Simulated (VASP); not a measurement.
# MgO (Amm2) in VASP: notebook

Runs on MgO. Level: PBEsol. Tasks: single point.

Everything below comes from runs of VASP 6.6.1. Logs are shortened: lines on timing, memory, paths and dates and some standing lists are left out, and cuts for length are marked.

## (1) The cell of the first run

The structure is orthorhombic, space group Amm2 (No. 38). Conventional cell: a = 4.270 Å, b = 6.039 Å, c = 6.039 Å, α = 90.00°, β = 90.00°, γ = 90.00°. Within 2.7 Å of Mg (site symmetry mm2) lie 6 O at 2.05 to 2.22 Å. Mg (site symmetry mm2) has 6 O at 2.14 Å within 2.8 Å. Mg (site symmetry m) has 6 O at 2.14 Å within 2.8 Å. O (site symmetry mm2) has 6 Mg at 2.14 Å within 2.8 Å. O (site symmetry mm2) has 6 Mg at 2.14 Å within 2.8 Å. O (site symmetry m) has 6 Mg at 2.05 to 2.22 Å within 2.7 Å.

## (2) Single point, PBEsol (atom 1 (Mg) moved -0.120 Å along Cartesian [1 1 0])

INCAR reads:

```
PREC     = Accurate       # precision mode
ENCUT    = 520            # plane-wave cutoff, eV
EDIFF    = 1E-6           # SCF threshold, eV
ISMEAR   = 0              # smearing method
SIGMA    = 0.05           # smearing width, eV
LREAL    = F              # projectors in reciprocal space
LASPH    = T              # aspherical terms in the spheres
NELM     = 80             # most SCF steps
ALGO     = Normal         # electronic algorithm
ISIF     = 2              # what is computed and relaxed
LWAVE    = F              # write WAVECAR
LCHARG   = F              # write CHGCAR
GGA      = PS             # functional
NBANDS   = 26             # bands
```

KPOINTS reads:

```
Automatic mesh
0
Gamma
  6 6 6
```

POSCAR reads:

```
MgO
1.0
    4.2703000000      0.0000000000      0.0000000000
    0.0000000000     -4.2703000000      0.0000000000
    0.0000000000      0.0000000000     -4.2703000000
Mg O
4 4
Direct
   -0.0198704573      0.5198704573      0.5000000000
    0.5000000000      0.0000000000      0.5000000000
    0.5000000000      0.5000000000      0.0000000000
    0.0000000000      0.0000000000      0.0000000000
    0.5000000000      0.0000000000      0.0000000000
    0.0000000000      0.5000000000      0.0000000000
    0.0000000000      0.0000000000      0.5000000000
    0.5000000000      0.5000000000      0.5000000000
```

Potentials or basis: VASP PAW PBE potentials, release 64 (Mg, O).

On the command line:

```
$ cat potpaw_PBE.64/Mg/POTCAR potpaw_PBE.64/O/POTCAR > POTCAR
$ mpirun -np 1 vasp_std > vasp.out
```

OUTCAR:

```text
PREC = Accurate
   ENCUT = 520
   EDIFF = 1E-6
   ISMEAR = 0
   LREAL = F
   LASPH = T
   NELM = 80
   ISIF = 2
   GGA = PS

 ion  position               nearest neighbor table
   1  0.980  0.520  0.500-   7 2.05   8 2.05   6 2.14   6 2.14   8 2.22   7 2.22   2 2.90   3 2.96
                             4 2.96   4 2.96   3 2.96   2 3.02   2 3.02   3 3.08   4 3.08   3 3.08
   2  0.500  0.000  0.500-   5 2.14   7 2.14   8 2.14   5 2.14   8 2.14   7 2.14   1 2.90   4 3.02
                             4 3.02   3 3.02   3 3.02   3 3.02   4 3.02   3 3.02   4 3.02   1 3.02
   3  0.500  0.500  0.000-   5 2.14   6 2.14   8 2.14   8 2.14   5 2.14   6 2.14   1 2.96   1 2.96
                             2 3.02   2 3.02   4 3.02   4 3.02   2 3.02   4 3.02   2 3.02   4 3.02
   4  0.000  0.000  0.000-   5 2.14   6 2.14   7 2.14   7 2.14   6 2.14   5 2.14   1 2.96   1 2.96
                             2 3.02   3 3.02   3 3.02   2 3.02   3 3.02   2 3.02   2 3.02   3 3.02
   5  0.500  0.000  0.000-   2 2.14   3 2.14   4 2.14   2 2.14   3 2.14   4 2.14
   6  0.000  0.500  0.000-   3 2.14   4 2.14   4 2.14   3 2.14   1 2.14   1 2.14
   7  0.000  0.000  0.500-   1 2.05   2 2.14   4 2.14   4 2.14   2 2.14   1 2.22
   8  0.500  0.500  0.500-   1 2.05   2 2.14   3 2.14   3 2.14   2 2.14   1 2.22

  LATTYP: Found a simple cubic cell.
 ALAT       =     4.2703000000

  Lattice vectors:

 A1 = (   4.2703000000,   0.0000000000,   0.0000000000)
 A2 = (   0.0000000000,  -4.2703000000,   0.0000000000)
 A3 = (   0.0000000000,   0.0000000000,  -4.2703000000)

Analysis of symmetry for initial positions (statically):
=====================================================================
 Subroutine PRICEL returns:
 Original cell was already a primitive cell.

 Routine SETGRP: Setting up the symmetry group for a
 simple cubic supercell.

 Subroutine GETGRP returns: Found  4 space group operations
 (whereof  2 operations were pure point group operations)
 out of a pool of 48 trial point group operations.

The static configuration has the point symmetry C_1h.
 The point group associated with its full space group is C_2v.

Analysis of symmetry for dynamics (positions and initial velocities):
=====================================================================
 Subroutine PRICEL returns:
 Original cell was already a primitive cell.

 Routine SETGRP: Setting up the symmetry group for a
 simple cubic supercell.

 Subroutine GETGRP returns: Found  4 space group operations
 (whereof  2 operations were pure point group operations)
 out of a pool of 48 trial point group operations.

The dynamic configuration has the point symmetry C_1h.
 The point group associated with its full space group is C_2v.

 Subroutine INISYM returns: Found  4 space group operations
[... 115 lines left out ...]
   ISIF   =      2    stress and relaxation
   ISYM   =      2    0-nonsym 1-usesym 2-fastsym
   POTIM  = 0.5000    time-step for ionic-motion
   TEBEG  =    0.0;   TEEND  =   0.0 temperature during run
   PSTRESS=    0.0 pullay stress
   NELECT =      32.0000    total number of electrons
   NUPDOWN=      -1.0000    fix difference up-down
   EMIN   =  10.00;   EMAX   =-10.00  energy-range for DOS
   EFERMI =   0.00;   METHOD = LEGACY
   ISMEAR =     0;   SIGMA  =   0.05  broadening in eV -4-tet -1-fermi 0-gaus
   EFERMI_NEDOS =   21; number of points for ismear=-14 and -15
   IALGO  =     38    algorithm
   IMIX   =      4    mixing-type and parameters
     AMIX     =   0.40;   BMIX     =  1.00
     AMIX_MAG =   1.60;   BMIX_MAG =  1.00
  volume/ion in A,a.u.               =       9.73        65.69
  Fermi-wavevector in a.u.,A,eV,Ry     =   1.217119  2.300022 20.155386  1.481379
  Thomas-Fermi vector in A             =   2.352450
   LORBIT       =      0    0 simple, 1 ext, 2 COOP (PROOUT), +10 PAW based schemes
   GGA     = PS    functional components
   LHFCALC =     F    Hartree Fock is set to
   AEXX    =    0.0000 exact exchange contribution
   IVDW    =     0    specifies the selected vdW correction
   LEPSILON=     F    determine dielectric tensor
   LRPA    =     F    only Hartree local field effects (RPA)
 non-spin polarized calculation
 Gauss-broadening in eV      SIGMA  =   0.05
  energy-cutoff  :      520.00
  volume of cell :       77.87
 maximum number of plane-waves:      2176
   NGX = 15   NGY = 15   NGZ = 15

 number of electron      31.9999975 magnetization

 Free energy of the ion-electron system (eV)
  ---------------------------------------------------
  ext. energy  EPLUGINS =         0.00000000
  ---------------------------------------------------
  free energy    TOTEN  =       -49.92600200 eV

  energy without entropy =      -49.92600200  energy(sigma->0) =      -49.92600200

 E-fermi :   2.9978     XC(G=0): -11.1109

 val. band max:        2.7624913567   @ k =   0.0000   0.0000   0.0000
 cond. band min:       7.0081041696   @ k =   0.0000   0.0000   0.0000
 fundamental gap:      4.2456128130
 Fermi energy:         2.9978308432

 k-point     1 :       0.0000    0.0000    0.0000
  band No.  band energies     occupation
      1     -14.2358      2.00000
      2     -12.7816      2.00000
      3     -12.7784      2.00000
      4     -12.7661      2.00000
      5      -1.2157      2.00000
      6      -1.2148      2.00000
[... 685 lines left out ...]
     25      15.9818      0.00000
     26      16.1970      0.00000

 [... further k-points ...]
[... 5 lines left out ...]
  --------------------------------------------------------------------------------------
  -------------------------------------------------------------------------------------
  Total       -2.8163015     -2.8163015     -3.0612174      0.0057252      0.0000000      0.0000000
  in kB      -57.9448127    -57.9448127    -62.9839063      0.1177938      0.0000000      0.0000000
  external PRESSURE =     -59.6245106 kB  Pullay stress =       0.0000000 kB

 VOLUME and BASIS-vectors are now :
 -----------------------------------------------------------------------------
  energy-cutoff  :      520.00
  volume of cell :       77.87
      direct lattice vectors                 reciprocal lattice vectors
     4.270300000  0.000000000  0.000000000     0.234175585  0.000000000  0.000000000
     0.000000000 -4.270300000  0.000000000     0.000000000 -0.234175585  0.000000000
     0.000000000  0.000000000 -4.270300000     0.000000000  0.000000000 -0.234175585

 POSITION                                       TOTAL-FORCE (eV/Angst)
 -----------------------------------------------------------------------------------
      4.18545     -2.22000     -2.13515         0.729655      0.729655      0.000000
      2.13515      0.00000     -2.13515        -0.203857     -0.203857      0.000000
      2.13515     -2.13515      0.00000        -0.199580      0.058917      0.000000
      0.00000      0.00000      0.00000         0.058917     -0.199580      0.000000
      2.13515      0.00000      0.00000         0.023500      0.023500      0.000000
      0.00000     -2.13515      0.00000        -0.125677     -0.125677      0.000000
      0.00000      0.00000     -2.13515        -0.121764     -0.161193      0.000000
      2.13515     -2.13515     -2.13515        -0.161193     -0.121764      0.000000
 -----------------------------------------------------------------------------------
    total drift:                               -0.000007     -0.000007      0.000000

  FREE ENERGIE OF THE ION-ELECTRON SYSTEM (eV)
  ---------------------------------------------------
  free  energy   TOTEN  =       -49.9260020031 eV

  energy  without entropy=      -49.9260020031  energy(sigma->0) =      -49.92600200
```

Run time: 72 s. Hardware: 1 thread of Intel Xeon Platinum 8259CL at 2.50GHz (Skylake/Cascade Lake), shared host; peak memory 0.22 GiB.

Results:

| Item | Value |
| --- | --- |
| Free energy | -49.9260 eV |
| Pressure | -6.0 GPa |
| Largest force | 1.032 eV/Å |
| Band gap on the k mesh | 4.25 eV |

Forces in eV/Å, atoms in the order of the input:
```
Mg   0.730  0.730  0.000
Mg  -0.204 -0.204  0.000
Mg  -0.200  0.059  0.000
Mg   0.059 -0.200  0.000
O    0.024  0.024  0.000
O   -0.126 -0.126  0.000
O   -0.122 -0.161  0.000
O   -0.161 -0.122  0.000
```

Caveat: the cell differs from its parent crystal (atom 1 (Mg) moved -0.120 Å along Cartesian [1 1 0]); the PAW data sets were made with another functional, which shifts forces and pressure a little.

## (3) Single point, PBEsol (atom 1 (Mg) moved +0.080 Å along Cartesian [1 1 0])

INCAR reads:

```
  PREC = Accurate
  ENCUT = 520
  EDIFF = 1E-6
  ISMEAR = 0
  SIGMA = 0.05
  LREAL = F
  LASPH = T
  NELM = 80
  ALGO = Normal
  ISIF = 2
  LWAVE = F
  LCHARG = F
  GGA = PS
  NBANDS = 26
```

KPOINTS reads:

```
regular mesh
0
Gamma
  6 6 6
```

Changes to POSCAR since step 2:

```diff
@@ -8,3 +8,3 @@
 Direct
-   -0.0198704573      0.5198704573      0.5000000000
+    0.0132469715      0.4867530285      0.5000000000
     0.5000000000      0.0000000000      0.5000000000
```

Potentials or basis: VASP PAW PBE potentials, release 64 (Mg, O).

On the command line:

```
$ cat potpaw_PBE.64/Mg/POTCAR potpaw_PBE.64/O/POTCAR > POTCAR
$ mpirun -np 1 vasp_std > vasp.out
```

Wall time 90 s (1 thread of Intel Xeon Platinum 8259CL at 2.50GHz (Skylake/Cascade Lake), shared host); peak memory 0.22 GiB.

Results (log left out):

```yaml
Free_energy: -49.9602 eV
Pressure: -6.2 GPa
Largest_force: 0.681 eV/Å
Band_gap_on_the_k_mesh: 4.25 eV
```

Forces in eV/Å, atoms in the order of the input:
```
Mg  -0.481 -0.481  0.000
Mg   0.135  0.135  0.000
Mg   0.133 -0.039  0.000
Mg  -0.039  0.133  0.000
O   -0.016 -0.016  0.000
O    0.084  0.084  0.000
O    0.082  0.102  0.000
O    0.102  0.082  0.000
```

Stress tensor (GPa, compression positive):
```
-6.11  0.01  0.00
 0.01 -6.11  0.00
 0.00  0.00 -6.33
```

Levels at points of the mesh, in eV from the valence-band top:
```tsv
k point	band 12	band 13	band 14	band 15	band 16	band 17	band 18	band 19	band 20	band 21
(0.00, 0.00, 0.00)	-1.31	-1.31	0.00	0.00	0.00	4.25	8.87	8.88	8.88	9.43
(0.50, 0.00, 0.00)	-1.72	-0.72	-0.72	-0.71	-0.71	7.55	7.60	10.78	10.93	11.15
(0.00, 0.00, 0.50)	-1.72	-0.72	-0.71	-0.71	-0.71	7.58	7.58	10.84	10.85	11.22
(0.50, 0.50, 0.00)	-1.91	-0.63	-0.62	-0.62	-0.61	8.94	8.99	9.00	9.05	11.24
(0.00, 0.50, 0.50)	-1.92	-0.62	-0.62	-0.62	-0.61	8.96	8.98	9.01	9.03	11.30
(0.50, 0.50, 0.50)	-0.62	-0.62	-0.62	-0.61	-0.61	7.48	7.49	7.49	7.49	12.03
```

Caveat: the cell differs from its parent crystal (atom 1 (Mg) moved +0.080 Å along Cartesian [1 1 0]); the PAW data sets were made with another functional, which shifts forces and pressure a little.

## (4) Single point, PBEsol (atom 1 (Mg) moved -0.040 Å along Cartesian [1 1 0])

INCAR reads:

```
PREC = Accurate ; ENCUT = 520
EDIFF = 1E-7 ; ISMEAR = 0
SIGMA = 0.05 ; LREAL = F
LASPH = T ; NELM = 80
ALGO = Normal ; ISIF = 2
LWAVE = F ; LCHARG = F
GGA = PS ; NBANDS = 26
```

KPOINTS is that of step 3.

Changes to POSCAR since step 3:

```diff
@@ -8,3 +8,3 @@
 Direct
-    0.0132469715      0.4867530285      0.5000000000
+   -0.0066234858      0.5066234858      0.5000000000
     0.5000000000      0.0000000000      0.5000000000
```

On the command line:

```
$ cat potpaw_PBE.64/Mg/POTCAR potpaw_PBE.64/O/POTCAR > POTCAR
$ mpirun -np 1 vasp_std > vasp.out
```

Run time: 90 s. Hardware: 1 thread of Intel Xeon Platinum 8259CL at 2.50GHz (Skylake/Cascade Lake), shared host; peak memory 0.22 GiB.

The run converged. Its results:

```yaml
Free_energy: -49.9806 eV
Pressure: -6.3 GPa
Largest_force: 0.338 eV/Å
Band_gap_on_the_k_mesh: 4.25 eV
```

Forces on the atoms (eV/Å):
```
Mg   0.239  0.239  0.000
Mg  -0.067 -0.067  0.000
Mg  -0.067  0.019  0.000
Mg   0.019 -0.067  0.000
O    0.008  0.008  0.000
O   -0.042 -0.042  0.000
O   -0.042 -0.049  0.000
O   -0.049 -0.042  0.000
```

Levels at points of the mesh, in eV from the valence-band top:
```tsv
k point	band 14	band 15	band 16	band 17	band 18	band 19
(0.00, 0.00, 0.00)	0.00	0.00	0.00	4.25	8.87	8.87
(0.50, 0.00, 0.00)	-0.72	-0.71	-0.71	7.56	7.59	10.83
(0.00, 0.00, 0.50)	-0.71	-0.71	-0.71	7.58	7.58	10.86
(0.50, 0.50, 0.00)	-0.62	-0.62	-0.62	8.97	9.00	9.00
(0.00, 0.50, 0.50)	-0.62	-0.62	-0.62	8.98	8.99	9.00
(0.50, 0.50, 0.50)	-0.62	-0.62	-0.62	7.49	7.49	7.49
```

Caveat: the cell differs from its parent crystal (atom 1 (Mg) moved -0.040 Å along Cartesian [1 1 0]); the PAW data sets were made with another functional, which shifts forces and pressure a little.

## (5) Single point, PBEsol (atom 1 (Mg) moved +0.100 Å along Cartesian [1 1 0])

INCAR reads:

```
PREC = Accurate ; ENCUT = 520
EDIFF = 1E-6 ; ISMEAR = 0
SIGMA = 0.05 ; LREAL = F
LASPH = T ; NELM = 100
ALGO = Normal ; ISIF = 2
LWAVE = F ; LCHARG = T
GGA = PS ; LELF = T
LVHAR = T ; NBANDS = 26
```

KPOINTS reads:

```
Automatic mesh
0
Gamma
  6 6 6
```

Changes to POSCAR since step 4:

```diff
@@ -8,3 +8,3 @@
 Direct
-   -0.0066234858      0.5066234858      0.5000000000
+    0.0165587144      0.4834412856      0.5000000000
     0.5000000000      0.0000000000      0.5000000000
```

On the command line:

```
$ cat potpaw_PBE.64/Mg/POTCAR potpaw_PBE.64/O/POTCAR > POTCAR
$ mpirun -np 1 vasp_std > vasp.out
```

It took 1.7 min on 1 thread of Intel Xeon Platinum 8259CL at 2.50GHz (Skylake/Cascade Lake), shared host; peak memory 0.22 GiB.

Results (log left out):

```yaml
Free_energy: -49.9449 eV
Pressure: -6.1 GPa
Largest_force: 0.855 eV/Å
Band_gap_on_the_k_mesh: 4.25 eV
```

Forces in eV/Å, atoms in the order of the input:
```
Mg  -0.605 -0.605  0.000
Mg   0.169  0.169  0.000
Mg   0.166 -0.049  0.000
Mg  -0.049  0.166  0.000
O   -0.020 -0.020  0.000
O    0.105  0.105  0.000
O    0.102  0.131  0.000
O    0.131  0.102  0.000
```

Stress tensor (GPa, compression positive):
```
-5.97  0.01  0.00
 0.01 -5.97  0.00
 0.00  0.00 -6.32
```

Levels at points of the mesh, in eV from the valence-band top:
| k point | band 12 | band 13 | band 14 | band 15 | band 16 | band 17 | band 18 | band 19 | band 20 | band 21 |
| --- | --- | --- | --- | --- | --- | --- | --- | --- | --- | --- |
| (0.00, 0.00, 0.00) | -1.31 | -1.31 | 0.00 | 0.00 | 0.00 | 4.25 | 8.87 | 8.88 | 8.88 | 9.42 |
| (0.50, 0.00, 0.00) | -1.72 | -0.72 | -0.72 | -0.71 | -0.71 | 7.54 | 7.60 | 10.76 | 10.95 | 11.13 |
| (0.00, 0.00, 0.50) | -1.71 | -0.72 | -0.71 | -0.71 | -0.71 | 7.58 | 7.58 | 10.83 | 10.84 | 11.22 |
| (0.50, 0.50, 0.00) | -1.90 | -0.63 | -0.62 | -0.62 | -0.61 | 8.93 | 8.99 | 9.00 | 9.06 | 11.21 |
| (0.00, 0.50, 0.50) | -1.92 | -0.62 | -0.62 | -0.62 | -0.61 | 8.95 | 8.97 | 9.02 | 9.04 | 11.28 |
| (0.50, 0.50, 0.50) | -0.62 | -0.62 | -0.61 | -0.61 | -0.61 | 7.48 | 7.49 | 7.49 | 7.50 | 12.02 |

Caveat: the cell differs from its parent crystal (atom 1 (Mg) moved +0.100 Å along Cartesian [1 1 0]); the PAW data sets were made with another functional, which shifts forces and pressure a little.

[end of part 1 of 2]
